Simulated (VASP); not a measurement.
Write the native input for VASP 6.6.1 that does the following.

* Task: single point
* Functional: PBEsol
* Potentials or basis: VASP PAW PBE potentials, release 64 (Ta_pv)
* Cutoff: 520 eV
* k mesh: 22 × 22 × 22
* Occupations: gaussian, width 0.15 eV
* Spin: no spin polarisation
* Dipole correction: no
* Further INCAR settings: ALGO = Fast; EDIFF = 1e-06; NBANDS = 12

The structure of Ta lies in POSCAR:

```
Ta
1.0
   -1.3535875590      1.3535875590      2.1194473999
    1.3535875590     -1.3535875590      2.1194473999
    1.3535875590      1.3535875590     -2.1194473999
Ta
1
Direct
    0.0000000000      0.0000000000      0.0000000000
```

This cell differs from its parent crystal: volume 15.533 Å^3 an atom, c/a of the conventional cell 1.5658.

These files were run (other wordings do the same):

INCAR

```
SYSTEM = Ta
  PREC = Accurate
  ENCUT = 520
  EDIFF = 1E-6
  ISMEAR = 0
  SIGMA = 0.15
  LREAL = .False.
  LASPH = .True.
  NELM = 100
  ALGO = Fast
  ISIF = 2
  LWAVE = .False.
  LCHARG = .True.
  GGA = PS
  LELF = .True.
  LVHAR = .True.
  NBANDS = 12
```

KPOINTS

```
Automatic mesh
0
Gamma
  22 22 22
  0 0 0
```

Potentials or basis: VASP PAW PBE potentials, release 64 (Ta_pv).

Launch:

```sh
$ cat potpaw_PBE.64/Ta_pv/POTCAR > POTCAR
$ mpirun -np 1 vasp_std > vasp.out
```

Results of the run:

| Quantity | Value |
| --- | --- |
| Pressure | 41.3 GPa |

Caveat: the PAW data sets were made with another functional, which shifts forces and pressure a little.

It took 120 s on 1 thread of AMD EPYC 9R45 96-Core Processor (Zen 5), with other jobs on the host, peak memory 0.24 GiB.
